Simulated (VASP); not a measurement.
InSe, 8 atoms in the cell. The cell holds a slab with vacuum, 8 atoms: a = 4.027 Å, b = 4.027 Å, c = 28.271 Å, α = 90.00°, β = 90.00°, γ = 120.00°.  This cell differs from its parent crystal: layers slid over each other, then relaxed in part.

* Program: VASP 6.6.1
* Task: single point
* Functional: PBE
* Dispersion: D3(BJ)
* Potentials or basis: VASP PAW PBE potentials, release 64 (Se, In_d)
* Cutoff: 400 eV
* k mesh: 9 × 9 × 1
* Occupations: gaussian, width 0.05 eV
* Spin: no spin polarisation
* Dipole correction: yes
* Further INCAR settings: ALGO = Normal; EDIFF = 1e-06; NBANDS = 48; NELMDL = -8

Potentials or basis: VASP PAW PBE potentials, release 64 (Se, In_d).

Run with:

```bash
$ cat potpaw_PBE.64/Se/POTCAR potpaw_PBE.64/In_d/POTCAR > POTCAR
$ mpirun -np 1 vasp_std > vasp.out
```

Hardware: 1 thread of Intel(R) Xeon(R) Platinum 8259CL CPU @ 2.50GHz (Skylake/Cascade Lake), with other jobs on the host.

Task: Estimate the wall time of this run.

Result: Run time: 10 min on 1 thread of Intel(R) Xeon(R) Platinum 8259CL CPU @ 2.50GHz (Skylake/Cascade Lake), with other jobs on the host, peak memory 0.54 GiB. Counts: scf iterations 26, k points 25.
